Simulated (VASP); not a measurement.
Crystal: KI.

```
CELL_PARAMETERS angstrom
0.00000 3.57973 3.57973
3.57973 0.00000 3.57973
3.57973 3.57973 0.00000
ATOMIC_POSITIONS crystal
K 0.00000 0.00000 0.00000
I 0.50000 0.50000 0.50000
```

This cell differs from its parent crystal: strain +1.0%.

Program: VASP 6.6.1. Alike in all runs: task single point; potentials or basis VASP PAW PBE potentials, release 64 (K_sv, I); no spin polarisation; cell as given; cutoff (eV) 520; smearing gaussian 0.01 eV.

Task: Order these runs on this cell by their band gap on the k mesh, lowest first.
A. level r2SCAN; k mesh 6 × 6 × 6
B. level PBE; k mesh 4 × 4 × 4
C. level HSE06; k mesh 4 × 4 × 4; grid for exact exchange (PRECFOCK) Normal; screening parameter 0.2079 1/Å

Result: B (3.87 eV), A (4.51 eV), C (4.86 eV).

Caveats: spin-orbit coupling is left out, which moves the levels of the heavy elements.
